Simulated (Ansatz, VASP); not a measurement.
F: VASP beside Ansatz

POSCAR

```
F
1.0
    2.5769581666     -1.7013908390      0.2809024182
    2.5769581666      1.7013908390      0.2809024182
   -0.7112356646      0.0000000000      6.6844302282
F
4
Direct
    0.9075218338      0.5919918657      0.0946097114
    0.4080081343      0.0924781662      0.4053902886
    0.0924781662      0.4080081343      0.9053902886
    0.5919918657      0.9075218338      0.5946097114
```

File INCAR.step1:

```
SYSTEM = F
PREC = Accurate
ENCUT = 520
ISMEAR = -1
SIGMA = 0.05
LREAL = .FALSE.
LASPH = .TRUE.
NELM = 60
NBANDS = 22
GGA = PE
ALGO = Normal
EDIFF = 1E-4
LWAVE = .TRUE.
LCHARG = .FALSE.
```

The input INCAR.step2:

```
SYSTEM = F
PREC = Accurate
ENCUT = 520
EDIFF = 1E-6
ISMEAR = -1
SIGMA = 0.05
LREAL = .FALSE.
LASPH = .TRUE.
NELM = 60
ALGO = Normal
ISIF = 2
LWAVE = .FALSE.
LCHARG = .FALSE.
METAGGA = R2SCAN
LMIXTAU = .TRUE.
NBANDS = 22
ISTART = 1
```

The input KPOINTS:

```
Automatic mesh
0
G
  10 10 4
  0 0 0
```

Input for Ansatz:

```yaml
crystal:
  lattice:
    - [2.5769581666, -1.701390839, 0.2809024182]
    - [2.5769581666, 1.701390839, 0.2809024182]
    - [-0.7112356646, 0.0, 6.6844302282]
  atoms:
    - { symbol: F, position: [0.9075218338, 0.5919918657, 0.0946097114] }
    - { symbol: F, position: [0.4080081343, 0.0924781662, 0.4053902886] }
    - { symbol: F, position: [0.0924781662, 0.4080081343, 0.9053902886] }
    - { symbol: F, position: [0.5919918657, 0.9075218338, 0.5946097114] }
hamiltonian:
  xc: r2scan
  pseudopotentials:
    kind: paw
    azcp:
      F: "pseudopotentials/F.paw.azcp"
basis:
  ecutwfc: 500
  fft_grid_basis: typed
kpoints:
  mp_grid: { grid: [10, 10, 4], shift: [0, 0, 0] }
magnetization:
  spin_polarized: false
scf:
  occupations: { method: fermi_dirac, width: 0.05 }
  lower_state_search: "off"
output:
  stress: true
```

Alike in both runs: task single point; functional r2SCAN; k mesh 10 × 10 × 4; occupations fermi-dirac, width 0.05 eV; no spin polarisation.

|  | VASP | Ansatz |
| --- | --- | --- |
| version | VASP 6.6.1 | Ansatz 0.2.0 |
| potentials or method | VASP PAW PBE potentials, release 64 (F), cutoff 520 eV | plane waves (500 eV) with PAW, scalar-relativistic |
| valence electrons in the cell | 28 | 28 |

Ansatz gave:

| Item | Value |
| --- | --- |
| pressure (GPa) | -1.9 |
| traceless stress, the component that is largest in VASP (GPa) | -2.38 |

Question: Estimate VASP's values.

Answer: Pressure (GPa): -1.2; traceless stress, the component that is largest in VASP (GPa): -0.54.

VASP's potentials were made for PBE, not for r2SCAN. With one functional, cell and mesh, what is left measures potentials, basis and numerics.
